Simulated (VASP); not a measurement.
# SrO in VASP: relaxation of the atoms with PBEsol

Aim: the relaxation of the atoms of SrO with PBEsol.

Program: VASP 6.6.1. These are calculated values, not measurements. Logs are shortened: lines on timing, memory, paths and dates and some standing lists are left out, and cuts for length are marked.

**1. The cell of the first run**

The cell holds a slab with vacuum, 6 atoms: a = 3.622 Å, b = 3.622 Å, c = 24.394 Å, α = 90.00°, β = 90.00°, γ = 120.00°.

**2. Relaxation of the atoms, PBEsol**

Input file INCAR:

```
SYSTEM = SrO
PREC = Accurate
ENCUT = 520
EDIFF = 1E-6
ISMEAR = 0
SIGMA = 0.05
LREAL = .False.
LASPH = .True.
NELM = 80
ALGO = Normal
ISIF = 2
LWAVE = .False.
LCHARG = .False.
LDIPOL = .True.
IDIPOL = 3
DIPOL = 0.5 0.5 0.500
GGA = PS
IBRION = 2
NSW = 90
EDIFFG = -0.03
```

Input file KPOINTS:

```
Automatic mesh
0
Gamma
  9 9 1
  0 0 0
```

Input file POSCAR:

```
SrO
1.0
    3.6220724549      0.0000000000      0.0000000000
   -1.8110362274      3.1368067603      0.0000000000
    0.0000000000      0.0000000000     24.3935244382
O Sr
3 3
Selective dynamics
Direct
    0.3333333333      0.6666666667      0.3484531324  F F F
    0.0000000000      0.0000000000      0.4696906265  F F F
    0.6666666667      0.3333333333      0.5909281206  T T T
    0.6666666667      0.3333333333      0.4090718794  F F F
    0.3333333333      0.6666666667      0.5303093735  T T T
    0.0000000000      0.0000000000      0.6515468676  T T T
```

Potentials or basis: VASP PAW PBE potentials, release 64 (O, Sr_sv).

The run is started by

```console
$ cat potpaw_PBE.64/O/POTCAR potpaw_PBE.64/Sr_sv/POTCAR > POTCAR
$ mpirun -np 1 vasp_std > vasp.out
```

OUTCAR:

```text
SYSTEM = SrO
   PREC = Accurate
   ENCUT = 520
   EDIFF = 1E-6
   ISMEAR = 0
   LREAL = .False.
   LASPH = .True.
   NELM = 80
   ISIF = 2
   GGA = PS
   IBRION = 2
   NSW = 90
   EDIFFG = -0.03

 ion  position               nearest neighbor table
   1  0.333  0.667  0.348-   4 2.56   4 2.56   4 2.56
   2  0.000  0.000  0.470-   5 2.56   5 2.56   5 2.56   4 2.56   4 2.56   4 2.56
   3  0.667  0.333  0.591-   6 2.56   6 2.56   6 2.56   5 2.56   5 2.56   5 2.56
   4  0.667  0.333  0.409-   1 2.56   1 2.56   1 2.56   2 2.56   2 2.56   2 2.56   5 3.62   5 3.62
                             5 3.62   5 5.12   5 5.12   5 5.12
   5  0.333  0.667  0.530-   2 2.56   2 2.56   2 2.56   3 2.56   3 2.56   3 2.56   6 3.62   4 3.62
                             4 3.62   6 3.62   6 3.62   4 3.62   4 5.12   6 5.12   6 5.12   6 5.12
   6  0.000  0.000  0.652-   3 2.56   3 2.56   3 2.56   5 3.62   5 3.62   5 3.62   5 5.12   5 5.12
                             5 5.12

  LATTYP: Found a hexagonal cell.
 ALAT       =     3.6220724549
 C/A-ratio  =     6.7346870450

  Lattice vectors:

 A1 = (   3.6220724549,   0.0000000000,   0.0000000000)
 A2 = (  -1.8110362274,   3.1368067603,   0.0000000000)
 A3 = (   0.0000000000,   0.0000000000,  24.3935244382)

Analysis of symmetry for initial positions (statically):
=====================================================================
 Subroutine PRICEL returns:
 Original cell was already a primitive cell.

 Routine SETGRP: Setting up the symmetry group for a
 hexagonal supercell.

 Subroutine GETGRP returns: Found  6 space group operations
 (whereof  6 operations were pure point group operations)
 out of a pool of 24 trial point group operations.

The static configuration has the point symmetry C_3v.

Analysis of symmetry for dynamics (positions and initial velocities):
=====================================================================
 Subroutine PRICEL returns:
 Original cell was already a primitive cell.

 Routine SETGRP: Setting up the symmetry group for a
 hexagonal supercell.

 Subroutine GETGRP returns: Found  6 space group operations
 (whereof  6 operations were pure point group operations)
 out of a pool of 24 trial point group operations.

The dynamic configuration has the point symmetry C_3v.

Analysis of constrained symmetry for selective dynamics:
=====================================================================
 Subroutine PRICEL returns:
 Original cell was already a primitive cell.

 Routine SETGRP: Setting up the symmetry group for a
 hexagonal supercell.

 Subroutine GETGRP returns: Found  6 space group operations
 (whereof  6 operations were pure point group operations)
 out of a pool of 24 trial point group operations.

The constrained configuration has the point symmetry C_3v.

 Subroutine INISYM returns: Found  6 space group operations
 (whereof  6 operations are pure point group operations),
 and found     1 'primitive' translations

----------------------------------------------------------------------------------------

                                     Primitive cell

  volume of cell :     277.1529

  direct lattice vectors                    reciprocal lattice vectors
     3.622072455  0.000000000  0.000000000     0.276085035  0.159397769  0.000000000
    -1.811036227  3.136806760  0.000000000     0.000000000  0.318795538  0.000000000
     0.000000000  0.000000000 24.393524438     0.000000000  0.000000000  0.040994486

  length of vectors
     3.622072455  3.622072455 24.393524438     0.318795538  0.318795538  0.040994486

  position of ions in fractional coordinates (direct lattice)
     0.333333333  0.666666667  0.348453132
     0.000000000  0.000000000  0.469690626
     0.666666667  0.333333333  0.590928121
     0.666666667  0.333333333  0.409071879
     0.333333333  0.666666667  0.530309374
     0.000000000  0.000000000  0.651546868

  ion indices of the primitive-cell ions
[... 31 lines left out ...]

 Found     12 irreducible k-points:

 Following reciprocal coordinates:
            Coordinates               Weight
  0.000000  0.000000  0.000000      1.000000
  0.111111  0.000000  0.000000      6.000000
  0.222222  0.000000  0.000000      6.000000
  0.333333  0.000000  0.000000      6.000000
  0.444444  0.000000  0.000000      6.000000
  0.111111  0.111111  0.000000      6.000000
  0.222222  0.111111  0.000000     12.000000
  0.333333  0.111111  0.000000     12.000000
  0.444444  0.111111  0.000000      6.000000
  0.222222  0.222222  0.000000      6.000000
  0.333333  0.222222  0.000000     12.000000
  0.333333  0.333333  0.000000      2.000000
   k-points           NKPTS =     12   k-points in BZ     NKDIM =     12   number of bands    NBANDS=     28
   number of dos      NEDOS =    301   number of ions     NIONS =      6
   total plane-waves  NPLWV = 150528
   dimension x,y,z NGX =    28 NGY =   28 NGZ =  192
   dimension x,y,z NGXF=    56 NGYF=   56 NGZF=  384
   ions per type =               3   3
   NGX,Y,Z   is equivalent  to a cutoff of  12.85, 12.85, 13.09 a.u.
   NGXF,Y,Z  is equivalent  to a cutoff of  25.70, 25.70, 26.17 a.u.
 SYSTEM =  SrO
   PREC   = accura    normal or accurate (medium, high low for compatibility)
   ISTART =      0    job   : 0-new  1-cont  2-samecut
   ICHARG =      2    charge: 1-file 2-atom 10-const
   ISPIN  =      1    spin polarized calculation?
   LNONCOLLINEAR =      F non collinear calculations
   LSORBIT =      F    spin-orbit coupling
   LASPH  =      T    aspherical Exc in radial PAW
   ENCUT  =  520.0 eV  38.22 Ry    6.18 a.u.   6.73  6.73 45.36*2*pi/ulx,y,z
   NELM   =     80;   NELMIN=  2; NELMDL= -5     # of ELM steps
   EDIFF  = 0.1E-05   stopping-criterion for ELM
   LREAL  =      F    real-space projection
   EDIFFG = -.3E-01   stopping-criterion for IOM
   NSW    =     90    number of steps for IOM
   IBRION =      2    ionic relax: 0-MD 1-quasi-New 2-CG
   NFREE  =      1    steps in history (QN), initial steepest desc. (CG)
   ISIF   =      2    stress and relaxation
   ISYM   =      2    0-nonsym 1-usesym 2-fastsym
   POTIM  = 0.5000    time-step for ionic-motion
   TEBEG  =    0.0;   TEEND  =   0.0 temperature during run
   PSTRESS=    0.0 pullay stress
   NELECT =      48.0000    total number of electrons
   NUPDOWN=      -1.0000    fix difference up-down
   EMIN   =  10.00;   EMAX   =-10.00  energy-range for DOS
   EFERMI =   0.00;   METHOD = LEGACY
   ISMEAR =     0;   SIGMA  =   0.05  broadening in eV -4-tet -1-fermi 0-gaus
   EFERMI_NEDOS =   21; number of points for ismear=-14 and -15
   IALGO  =     38    algorithm
   IMIX   =      4    mixing-type and parameters
     AMIX     =   0.40;   BMIX     =  1.00
     AMIX_MAG =   1.60;   BMIX_MAG =  1.00
  volume/ion in A,a.u.               =      46.19       311.72
  Fermi-wavevector in a.u.,A,eV,Ry     =   0.912533  1.724438 11.329805  0.832717
  Thomas-Fermi vector in A             =   2.036940
   LORBIT       =      0    0 simple, 1 ext, 2 COOP (PROOUT), +10 PAW based schemes
   GGA     = PS    functional components
   LHFCALC =     F    Hartree Fock is set to
   AEXX    =    0.0000 exact exchange contribution
   IVDW    =     0    specifies the selected vdW correction
   LEPSILON=     F    determine dielectric tensor
   LRPA    =     F    only Hartree local field effects (RPA)
 conjugate gradient relaxation of ions
 non-spin polarized calculation
 Gauss-broadening in eV      SIGMA  =   0.05
  energy-cutoff  :      520.00
  volume of cell :      277.15
 maximum number of plane-waves:      7519
 NGX is ok and might be reduce to    28
   NGX = 13   NGY = 13   NGZ = 91

--------------------------------------- Ionic step        1  -------------------------------------------

 number of electron      47.9999999 magnetization

 Free energy of the ion-electron system (eV)
  ---------------------------------------------------
  ext. energy  EPLUGINS =         0.00000000
  ---------------------------------------------------
  free energy    TOTEN  =       -32.36994503 eV

  energy without entropy =      -32.34185297  energy(sigma->0) =      -32.35589900

------------------------ aborting loop because EDIFF is reached ----------------------------------------

  FORCE on cell =-STRESS in cart. coord.  units (eV):
  Direction    XX          YY          ZZ          XY          YZ          ZX
  --------------------------------------------------------------------------------------
  -------------------------------------------------------------------------------------
  Total        1.3841669      1.3841669     -2.1029753      0.0000000      0.0000000      0.0000000
  in kB        8.0016510      8.0016510    -12.1569688      0.0000000      0.0000000      0.0000000
  external PRESSURE =       1.2821110 kB  Pullay stress =       0.0000000 kB
[... 101 lines left out ...]
  FREE ENERGIE OF THE ION-ELECTRON SYSTEM (eV)
  ---------------------------------------------------
  free  energy   TOTEN  =       -32.5570971463 eV

  energy  without entropy=      -32.5334955304  energy(sigma->0) =      -32.54529634

[... ionic steps 4 to 7 ...]

--------------------------------------- Ionic step        8  -------------------------------------------

 number of electron      47.9999999 magnetization

------------------------ aborting loop because EDIFF is reached ----------------------------------------
[... 75 lines left out ...]
--------------------------------------- Ionic step       10  -------------------------------------------

 number of electron      47.9999997 magnetization

 dipolmoment           0.000000      0.000000     -0.339123 electrons x Angstroem

 Free energy of the ion-electron system (eV)
  ---------------------------------------------------
  ext. energy  EPLUGINS =         0.00000000
  ---------------------------------------------------
  free energy    TOTEN  =       -32.56331806 eV

  energy without entropy =      -32.53972039  energy(sigma->0) =      -32.55151922

 E-fermi :  -2.6429     XC(G=0):  -4.5370

 val. band max:       -2.6500194168   @ k =   0.4444   0.0000   0.0000
 cond. band min:      -2.6418533553   @ k =   0.3333   0.0000   0.0000
 fundamental gap:      0.0081660615
 Fermi energy:        -2.6428675549

 k-point     1 :       0.0000    0.0000    0.0000
  band No.  band energies     occupation
      1     -38.7939      2.00000
      2     -37.6533      2.00000
      3     -35.6781      2.00000
      4     -22.2253      2.00000
      5     -21.0809      2.00000
      6     -20.5370      2.00000
[... 361 lines left out ...]
     27      -0.0740      0.00000
     28       0.5269      0.00000

------------------------ aborting loop because EDIFF is reached ----------------------------------------

 vacuum level on the upper side and lower side of the slab       (xc-potential included)        -2.648         2.640

  FORCE on cell =-STRESS in cart. coord.  units (eV):
  Direction    XX          YY          ZZ          XY          YZ          ZX
  --------------------------------------------------------------------------------------
  -------------------------------------------------------------------------------------
  Total        2.1014459      2.1014459     -1.3716825      0.0000000      0.0000000      0.0000000
  in kB       12.1481276     12.1481276     -7.9294802      0.0000000      0.0000000      0.0000000
  external PRESSURE =       5.4555916 kB  Pullay stress =       0.0000000 kB
[... 21 lines left out ...]
  FREE ENERGIE OF THE ION-ELECTRON SYSTEM (eV)
  ---------------------------------------------------
  free  energy   TOTEN  =       -32.5633180584 eV

  energy  without entropy=      -32.5397203905  energy(sigma->0) =      -32.55151922

 reached required accuracy - stopping structural energy minimisation

 vacuum level on the upper side and lower side of the slab         1.094         6.493
```

Run time: 19 min. Hardware: 1 thread of Intel Xeon Platinum 8259CL at 2.50GHz (Skylake/Cascade Lake), shared host; peak memory 0.46 GiB.

Results:

- Free energy: -32.5633 eV
- Energy gained by relaxing: 32.2 meV/atom
- Ionic steps: 10
- Band gap on the k mesh: zero (bands 24 and 25 overlap by 0.06 eV)

The path:
```csv
step,energy change (eV),largest force on free atoms (eV/Å),pressure (GPa)
1,0.0000,1.3872,0.13
2,-0.1241,0.7440,0.13
3,-0.1872,0.2294,0.32
4,-0.1873,0.2318,0.28
5,-0.1903,0.1035,0.36
6,-0.1906,0.0692,0.41
7,-0.1906,0.0736,0.40
8,-0.1912,0.0655,0.42
9,-0.1924,0.0415,0.46
10,-0.1934,0.0207,0.55
```

Final structure:
```xyz
6
Lattice="3.6221 0.0000 0.0000 -1.8110 3.1368 0.0000 0.0000 0.0000 24.3935" Properties=species:S:1:pos:R:3 pbc="T T T"
O     0.0000    2.0912    8.5000
O     0.0000    0.0000   11.4574
O     1.8110    1.0456   14.5078
Sr    1.8110    1.0456    9.9787
Sr    0.0000    2.0912   12.7643
Sr    0.0000    0.0000   15.7848
```

Caveat: the PAW data sets were made with another functional, which shifts forces and pressure a little.
